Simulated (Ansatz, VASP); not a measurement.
**One calculation of TiTc2, two programs**

```
Ti Tc
1.0
    -1.52570    1.52570    4.61604
     1.52570   -1.52570    4.61604
     1.52570    1.52570   -4.61604
Ti Tc
1 2
Direct
  0.02622 0.00000 0.02622
  0.33283 0.33283 0.00000
  0.66717 0.66717 0.00000
```

Alike in both runs: task single point; functional PBEsol; k mesh 14 × 14 × 14; occupations gaussian, width 0.05 eV; no spin polarisation.

|  | VASP | Ansatz |
| --- | --- | --- |
| version | VASP 6.6.1 | Ansatz 0.2.0 |
| potentials or method | VASP PAW PBE potentials, release 64 (Ti_sv, Tc_pv), cutoff 520 eV | scalar-relativistic, plane waves, PAW |
| valence electrons in the cell | 38 | 42 |

|  | VASP | Ansatz | Ansatz less VASP |
| --- | --- | --- | --- |
| pressure (GPa) | -0.2 | 0.3 | +0.45 |
| traceless stress, the component that is largest in VASP (GPa) | -0.22 | -0.21 | +0.011 |
| rms of the force components (eV/Å) | 0.242 | 0.241 | -0.0017 |

VASP's potentials were made for PBE, not for PBEsol. Atom by atom the forces differ by 0.009 eV/Å (rms over components). VASP's potentials hold 38 valence electrons a cell and Ansatz's 42, so a difference there can come from the potentials and not from the codes.
